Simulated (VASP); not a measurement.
Runs of VASP 6.6.1 on CdTe (b). The structure is that of space group F-43m (No. 216), or close to it. The cells are those of the table. 

```csv
task,cell,k mesh,smearing,gap on the mesh (eV),pressure (GPa)
single point,"a = 4.642 Å, angles 60.0°, 2 atoms",6 × 6 × 6,gaussian 0.1 eV,(a),-1.2
single point,"a = 4.589 Å, angles 60.0°, 2 atoms",10 × 10 × 10,gaussian 0.02 eV,0.65,0.2
single point,"a = 4.589 Å, angles 60.0°, 2 atoms",8 × 8 × 8,gaussian 0.02 eV,0.65,0.2
relaxation of cell and atoms,"relaxed from a = 4.642 Å, angles 60.0°, 2 atoms",10 × 10 × 10,gaussian 0.02 eV,0.64,0.0
```

Alike in all rows: level PBEsol; potentials or basis VASP PAW PBE potentials, release 64 (Cd, Te); no spin polarisation; cutoff (eV) 500.

**Question.** Estimate the missing entries.

**Answer.** (a) 0.55.

Caveats: the PAW data sets were made with another functional, which shifts forces and pressure a little; spin-orbit coupling is left out, which moves the levels of the heavy elements.

A k mesh can miss the band edges, and the runs leave out spin-orbit coupling on Cd, Te.
